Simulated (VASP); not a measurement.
Write the native input for VASP 6.6.1 that does the following.

- Task: single point
- Functional: PBE
- Potentials or basis: VASP PAW PBE potentials, release 64 (Al)
- Cutoff: 520 eV
- k mesh: 15 × 15 × 4
- Occupations: gaussian, width 0.1 eV
- Spin: no spin polarisation
- Dipole correction: no
- Further INCAR settings: ALGO = Normal; EDIFF = 1e-06; NBANDS = 14

The structure of Al lies in POSCAR:

```
Al
1.0
    3.2923844669      0.0000000000      0.0000000000
   -1.6461922335      2.8512885873      0.0000000000
    0.0000000000      0.0000000000     10.4190525570
Al
4
Direct
    0.0000000000      0.0000000000      0.0000000000
    0.3333333300      0.6666666700      0.2500000000
    0.0000000000      0.0000000000      0.5000000000
    0.6666666700      0.3333333300      0.7500000000
```

This cell differs from its parent crystal: Tl replaced by Al, lengths x 0.901, strained.

One way to write it, as run:

INCAR

```
  PREC = Accurate
  ENCUT = 520
  EDIFF = 1E-6
  ISMEAR = 0
  SIGMA = 0.1
  LREAL = F
  LASPH = T
  NELM = 100
  ALGO = Normal
  ISIF = 2
  LWAVE = F
  LCHARG = T
  GGA = PE
  LELF = T
  LVHAR = T
  NBANDS = 14
```

KPOINTS

```
Automatic mesh
0
Gamma
  15 15 4
```

Potentials or basis: VASP PAW PBE potentials, release 64 (Al).

Command:

```bash
$ cat potpaw_PBE.64/Al/POTCAR > POTCAR
$ mpirun -np 1 vasp_std > vasp.out
```

It gave:

```
Pressure               : -11.5 GPa
Band gap on the k mesh : zero (band 6 reaches 7.84 eV, above the bottom of band 7 at 3.25 eV)
```

Caveat: the cell differs from its parent crystal (Tl replaced by Al, lengths x 0.901, strained).

Run time: 51 s on 1 thread of Intel(R) Xeon(R) Platinum 8488C (Sapphire Rapids), with other jobs on the host, peak memory 0.24 GiB.
